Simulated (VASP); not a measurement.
# HfN (zincblende type) (F-43m) in VASP: a series of runs

Runs on HfN (zincblende type). Level: PBE. Tasks: relaxation of cell and atoms.

All numbers are computed with VASP 6.6.1; they aren't measurements. Logs are shortened: lines on timing, memory, paths and dates and some standing lists are left out, and cuts for length are marked.

### 1 The cell of the first run

The structure is cubic, space group F-43m (No. 216). Conventional cell: a = 4.344 Å, b = 4.344 Å, c = 4.344 Å, α = 90.00°, β = 90.00°, γ = 90.00°. Hf (site symmetry -43m) has 4 N at 1.88 Å within 2.5 Å. Within 2.5 Å of N (site symmetry -43m) lie 4 Hf at 1.88 Å.

### 2 Relaxation of cell and atoms, PBE, target pressure 110 GPa, at which the enthalpy is minimised

File INCAR:

```
ALGO = Normal ; EDIFF = 1E-6
EDIFFG = -0.005 ; ENCUT = 600
GGA = PE ; IBRION = 2
ISIF = 3 ; ISMEAR = -1
LASPH = True ; LCHARG = False
LREAL = False ; LWAVE = False
NELM = 100 ; NSW = 60
PREC = Accurate ; PSTRESS = 1100.0
SIGMA = 0.05
```

File KPOINTS:

```
k-points
0
Gamma
  15 15 15
```

File POSCAR:

```
HfN
1.0
    0.0000000000      2.1720086626      2.1720086626
    2.1720086626      0.0000000000      2.1720086626
    2.1720086626      2.1720086626      0.0000000000
Hf N
1 1
Direct
    0.0000000000      0.0000000000      0.0000000000
    0.2500000000      0.2500000000      0.2500000000
```

Potentials or basis: VASP PAW PBE potentials, release 64 (Hf_pv, N).

On the command line:

```sh
$ cat potpaw_PBE.64/Hf_pv/POTCAR potpaw_PBE.64/N/POTCAR > POTCAR
$ mpirun -np 1 vasp_std > vasp.out
```

OUTCAR:

```text
EDIFF = 1E-6
   EDIFFG = -0.005
   ENCUT = 600
   GGA = PE
   IBRION = 2
   ISIF = 3
   ISMEAR = -1
   LASPH = True
   LREAL = False
   NELM = 100
   NSW = 60
   PREC = Accurate
   PSTRESS = 1100.0

 ion  position               nearest neighbor table
   1  0.000  0.000  0.000-   2 1.88   2 1.88   2 1.88   2 1.88
   2  0.250  0.250  0.250-   1 1.88   1 1.88   1 1.88   1 1.88

  LATTYP: Found a face centered cubic cell.
 ALAT       =     4.3440173252

  Lattice vectors:

 A1 = (   0.0000000000,   2.1720086626,   2.1720086626)
 A2 = (   2.1720086626,   0.0000000000,   2.1720086626)
 A3 = (   2.1720086626,   2.1720086626,   0.0000000000)

Analysis of symmetry for initial positions (statically):
=====================================================================
 Subroutine PRICEL returns:
 Original cell was already a primitive cell.

 Routine SETGRP: Setting up the symmetry group for a
 face centered cubic supercell.

 Subroutine GETGRP returns: Found 24 space group operations
 (whereof 24 operations were pure point group operations)
 out of a pool of 48 trial point group operations.

The static configuration has the point symmetry T_d .

Analysis of symmetry for dynamics (positions and initial velocities):
=====================================================================
 Subroutine PRICEL returns:
 Original cell was already a primitive cell.

 Routine SETGRP: Setting up the symmetry group for a
 face centered cubic supercell.

 Subroutine GETGRP returns: Found 24 space group operations
 (whereof 24 operations were pure point group operations)
 out of a pool of 48 trial point group operations.

The dynamic configuration has the point symmetry T_d .

 Subroutine INISYM returns: Found 24 space group operations
 (whereof 24 operations are pure point group operations),
 and found     1 'primitive' translations

----------------------------------------------------------------------------------------

                                     Primitive cell

  volume of cell :      20.4934

  direct lattice vectors                    reciprocal lattice vectors
     0.000000000  2.172008663  2.172008663    -0.230201660  0.230201660  0.230201660
     2.172008663  0.000000000  2.172008663     0.230201660 -0.230201660  0.230201660
     2.172008663  2.172008663  0.000000000     0.230201660  0.230201660 -0.230201660

  length of vectors
     3.071684108  3.071684108  3.071684108     0.398720971  0.398720971  0.398720971

  position of ions in fractional coordinates (direct lattice)
     0.000000000  0.000000000  0.000000000
     0.250000000  0.250000000  0.250000000

  ion indices of the primitive-cell ions
   primitive index   ion index
                 1           1
                 2           2

----------------------------------------------------------------------------------------

 KPOINTS: k-points

Automatic generation of k-mesh.
 Grid dimensions read from file:
 generate k-points for:   15   15   15

 Generating k-lattice:

  Cartesian coordinates                     Fractional coordinates (reciprocal lattice)
    -0.015346777  0.015346777  0.015346777     0.066666667  0.000000000  0.000000000
     0.015346777 -0.015346777  0.015346777     0.000000000  0.066666667  0.000000000
     0.015346777  0.015346777 -0.015346777     0.000000000  0.000000000  0.066666667

  Length of vectors
     0.026581398  0.026581398  0.026581398

  Shift w.r.t. Gamma in fractional coordinates (k-lattice)
     0.000000000  0.000000000  0.000000000

 Subroutine IBZKPT returns following result:
 ===========================================

 Found    120 irreducible k-points:

 Following reciprocal coordinates:
            Coordinates               Weight
  0.000000  0.000000  0.000000      1.000000
  0.066667  0.000000  0.000000      8.000000
  0.133333  0.000000  0.000000      8.000000
  0.200000  0.000000  0.000000      8.000000
  0.266667  0.000000  0.000000      8.000000
  0.333333  0.000000  0.000000      8.000000
[... 16 lines left out ...]
  0.133333  0.133333  0.000000      6.000000
  0.200000  0.133333  0.000000     24.000000
 [... further k-points ...]
   k-points           NKPTS =    120   k-points in BZ     NKDIM =    120   number of bands    NBANDS=     11
   number of dos      NEDOS =    301   number of ions     NIONS =      2
   total plane-waves  NPLWV =  21952
   dimension x,y,z NGX =    28 NGY =   28 NGZ =   28
   dimension x,y,z NGXF=    56 NGYF=   56 NGZF=   56
   ions per type =               1   1
   NGX,Y,Z   is equivalent  to a cutoff of  15.15, 15.15, 15.15 a.u.
   NGXF,Y,Z  is equivalent  to a cutoff of  30.31, 30.31, 30.31 a.u.
 SYSTEM =  unknown system
   PREC   = accura    normal or accurate (medium, high low for compatibility)
   ISTART =      0    job   : 0-new  1-cont  2-samecut
   ICHARG =      2    charge: 1-file 2-atom 10-const
   ISPIN  =      1    spin polarized calculation?
   LNONCOLLINEAR =      F non collinear calculations
   LSORBIT =      F    spin-orbit coupling
   LASPH  =      T    aspherical Exc in radial PAW
   ENCUT  =  600.0 eV  44.10 Ry    6.64 a.u.   6.13  6.13  6.13*2*pi/ulx,y,z
   NELM   =    100;   NELMIN=  2; NELMDL= -5     # of ELM steps
   EDIFF  = 0.1E-05   stopping-criterion for ELM
   LREAL  =      F    real-space projection
   EDIFFG = -.5E-02   stopping-criterion for IOM
   NSW    =     60    number of steps for IOM
   IBRION =      2    ionic relax: 0-MD 1-quasi-New 2-CG
   NFREE  =      1    steps in history (QN), initial steepest desc. (CG)
   ISIF   =      3    stress and relaxation
   ISYM   =      2    0-nonsym 1-usesym 2-fastsym
   POTIM  = 0.5000    time-step for ionic-motion
   TEBEG  =    0.0;   TEEND  =   0.0 temperature during run
   PSTRESS= 1100.0 pullay stress
   NELECT =      15.0000    total number of electrons
   NUPDOWN=      -1.0000    fix difference up-down
   EMIN   =  10.00;   EMAX   =-10.00  energy-range for DOS
   EFERMI =   0.00;   METHOD = LEGACY
   ISMEAR =    -1;   SIGMA  =   0.05  broadening in eV -4-tet -1-fermi 0-gaus
   EFERMI_NEDOS =   21; number of points for ismear=-14 and -15
   IALGO  =     38    algorithm
   IMIX   =      4    mixing-type and parameters
     AMIX     =   0.40;   BMIX     =  1.00
     AMIX_MAG =   1.60;   BMIX_MAG =  1.00
  volume/ion in A,a.u.               =      10.25        69.15
  Fermi-wavevector in a.u.,A,eV,Ry     =   1.475368  2.788041 29.615948  2.176711
  Thomas-Fermi vector in A             =   2.590026
   LORBIT       =      0    0 simple, 1 ext, 2 COOP (PROOUT), +10 PAW based schemes
   GGA     = PE    functional components
   LHFCALC =     F    Hartree Fock is set to
   AEXX    =    0.0000 exact exchange contribution
   IVDW    =     0    specifies the selected vdW correction
   LEPSILON=     F    determine dielectric tensor
   LRPA    =     F    only Hartree local field effects (RPA)
 conjugate gradient relaxation of ions
 non-spin polarized calculation
  energy-cutoff  :      600.00
  volume of cell :       20.49
 maximum number of plane-waves:       701
 NGX is ok and might be reduce to    28
   NGX = 13   NGY = 13   NGZ = 13

--------------------------------------- Ionic step        1  -------------------------------------------

 number of electron      15.0000000 magnetization

 Free energy of the ion-electron system (eV)
  ---------------------------------------------------
  ext. energy  EPLUGINS =         0.00000000
  ---------------------------------------------------
  free energy    TOTEN  =       -18.11711559 eV

  energy without entropy =      -18.11479180  energy(sigma->0) =      -18.11595370

------------------------ aborting loop because EDIFF is reached ----------------------------------------

  FORCE on cell =-STRESS in cart. coord.  units (eV):
  Direction    XX          YY          ZZ          XY          YZ          ZX
  --------------------------------------------------------------------------------------
  -------------------------------------------------------------------------------------
  Total       19.0736895     19.0736895     19.0736895     -0.0000000     -0.0000000      0.0000000
  in kB     1491.1819446   1491.1819446   1491.1819446     -0.0000000     -0.0000000      0.0000000
  external PRESSURE =     391.1819446 kB  Pullay stress =    1100.0000000 kB
[... 93 lines left out ...]
  FREE ENERGIE OF THE ION-ELECTRON SYSTEM (eV)
  ---------------------------------------------------
  free  energy   TOTEN  =       -19.2880142823 eV

  energy  without entropy=      -19.2856315917  energy(sigma->0) =      -19.28682294

  enthalpy is  TOTEN    =        -4.1953179750 eV   P V=       15.0926963074

[... ionic steps 4 to 13 ...]

--------------------------------------- Ionic step       14  -------------------------------------------

 number of electron      14.9999999 magnetization

------------------------ aborting loop because EDIFF is reached ----------------------------------------

  FORCE on cell =-STRESS in cart. coord.  units (eV):
  Direction    XX          YY          ZZ          XY          YZ          ZX
  --------------------------------------------------------------------------------------
  -------------------------------------------------------------------------------------
  Total       14.9750792     14.9750792     14.9750792      0.0000000      0.0000000      0.0000000
  in kB     1101.4108990   1101.4108990   1101.4108990      0.0000000      0.0000000      0.0000000
  external PRESSURE =       1.4108990 kB  Pullay stress =    1100.0000000 kB
[... 61 lines left out ...]
  enthalpy is  TOTEN    =        -4.1984189609 eV   P V=       14.9611788719

--------------------------------------- Ionic step       16  -------------------------------------------

 number of electron      14.9999999 magnetization

 Free energy of the ion-electron system (eV)
  ---------------------------------------------------
  ext. energy  EPLUGINS =         0.00000000
  ---------------------------------------------------
  free energy    TOTEN  =       -19.15773969 eV

  energy without entropy =      -19.15538769  energy(sigma->0) =      -19.15656369

 E-fermi :   8.3791     XC(G=0): -12.7620

 val. band max:        8.2192819247   @ k =  -0.3333   0.2667   0.0667
 cond. band min:       8.3953168410   @ k =   0.4000   0.2000   0.0000
 fundamental gap:      0.1760349163
 Fermi energy:         8.3791310946

 k-point     1 :       0.0000    0.0000    0.0000
  band No.  band energies     occupation
      1     -21.7136      2.00000
      2     -21.7136      2.00000
      3     -21.7136      2.00000
      4      -9.3404      2.00000
      5       1.3124      2.00000
      6       1.3124      2.00000
      7       1.3124      2.00000
      8       8.4421      0.44201
      9      11.3348      0.00000
     10      11.3348      0.00000
     11      16.9544      0.00000
[... 309 lines left out ...]
 k-point    24 :       0.2000    0.1333    0.0000
  band No.  band energies     occupation
      1     -22.1965      2.00000
      2     -21.8423      2.00000
      3     -21.8336      2.00000
      4      -8.4692      2.00000
      5       0.5320      2.00000
      6       1.9447      2.00000
      7       1.9656      2.00000
      8       9.1784      0.00000
      9      10.5924      0.00000
     10      11.7989      0.00000
     11      17.0459      0.00000

 [... further k-points ...]
[... 5 lines left out ...]
  --------------------------------------------------------------------------------------
  -------------------------------------------------------------------------------------
  Total       14.9529689     14.9529689     14.9529689      0.0000000      0.0000000     -0.0000000
  in kB     1099.5329768   1099.5329768   1099.5329768      0.0000000      0.0000000     -0.0000000
  external PRESSURE =      -0.4670232 kB  Pullay stress =    1100.0000000 kB
[... 17 lines left out ...]
  FREE ENERGIE OF THE ION-ELECTRON SYSTEM (eV)
  ---------------------------------------------------
  free  energy   TOTEN  =       -19.1577396932 eV

  energy  without entropy=      -19.1553876873  energy(sigma->0) =      -19.15656369

  enthalpy is  TOTEN    =        -4.1984195561 eV   P V=       14.9593201371

 reached required accuracy - stopping structural energy minimisation
```

Run time: 87 s. Hardware: 1 thread of Intel Xeon 6975P-C (Granite Rapids), shared host; peak memory 0.2 GiB.

Results:

- Free energy: -19.1577 eV
- Relaxed volume: 10.89 Å³/atom
- Relaxed cell: a = 3.135 Å, b = 3.135 Å, c = 3.135 Å, α = 60.00°, β = 60.00°, γ = 60.00°
- Space group after relaxing (to 0.1 Å): F-43m (No. 216)
- Energy change on relaxing (the run minimises the enthalpy): -520.3 meV/atom
- Ionic steps: 16
- Pressure after relaxing: 110.0 GPa
- Band gap on the k mesh: zero (an odd number of electrons rules out a gap without spin polarisation)

The path:
```tsv
step	energy change (eV)	largest force (eV/Å)	pressure (GPa)	volume (Å³)
1	0.0000	0.0000	149.12	20.49
2	-3.0892	0.0000	4.62	28.85
3	-1.1709	0.0000	104.94	21.98
4	-1.0468	0.0000	109.76	21.80
5	-1.0286	0.0000	110.51	21.77
6	-1.0294	0.0000	110.46	21.77
7	-1.0320	0.0000	110.34	21.78
8	-1.0320	0.0000	110.34	21.78
9	-1.0321	0.0000	110.34	21.78
10	-1.0322	0.0000	110.33	21.78
11	-1.0326	0.0000	110.33	21.78
12	-1.0332	0.0000	110.31	21.78
13	-1.0346	0.0000	110.28	21.78
14	-1.0372	0.0000	110.14	21.78
15	-1.0425	0.0000	109.92	21.79
16	-1.0406	0.0000	109.95	21.79
```

Final structure:
```xyz
2
Lattice="0.0000 2.2168 2.2168 2.2168 0.0000 2.2168 2.2168 2.2168 0.0000" Properties=species:S:1:pos:R:3 pbc="T T T"
Hf    0.0000    0.0000    0.0000
N     1.1084    1.1084    1.1084
```

Levels at points of the mesh, in eV from the Fermi level:
```tsv
k point	band 5	band 6	band 7	band 8	band 9	band 10
(0.00, 0.00, 0.00)	-7.07	-7.07	-7.07	0.06	2.96	2.96
```

Caveat: the cell is relaxed towards a set pressure, so the run minimises the enthalpy, not the energy; spin-orbit coupling is left out, which moves the levels of the heavy elements.

[end of part 1 of 2]
